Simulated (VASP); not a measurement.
Here is a VASP 6.6.1 calculation.

INCAR

```
ALGO = Normal
EDIFF = 1E-6
ENCUT = 520
GGA = PS
ISIF = 2
ISMEAR = -1
LASPH = True
LCHARG = False
LREAL = False
LWAVE = False
NBANDS = 19
NELM = 100
PREC = Accurate
SIGMA = 0.1
```

The input KPOINTS:

```
k-points
0
Gamma
  11 11 6
```

POSCAR

```
Ti
1.0
    2.9695369932      0.0000000000      0.0000000000
   -1.4847684966      2.5716894997      0.0000000000
    0.0000000000      0.0000000000      4.7109942807
Ti
2
Direct
    0.3333333333      0.6666666667      0.2500000000
    0.6666666667      0.3333333333      0.7500000000
```

Potentials or basis: VASP PAW PBE potentials, release 64 (Ti_sv).

Run with:

```sh
$ cat potpaw_PBE.64/Ti_sv/POTCAR > POTCAR
$ mpirun -np 1 vasp_std > vasp.out
```

Estimate the pressure.

-7.6 GPa.

Predict the band gap on the k mesh.

zero (band 12 reaches 8.60 eV, above the bottom of band 13 at 7.60 eV).

Stress tensor (GPa, compression positive):
```
-7.49  0.00  0.00
 0.00 -7.49  0.00
 0.00  0.00 -7.88
```

Caveat: the PAW data sets were made with another functional, which shifts forces and pressure a little.
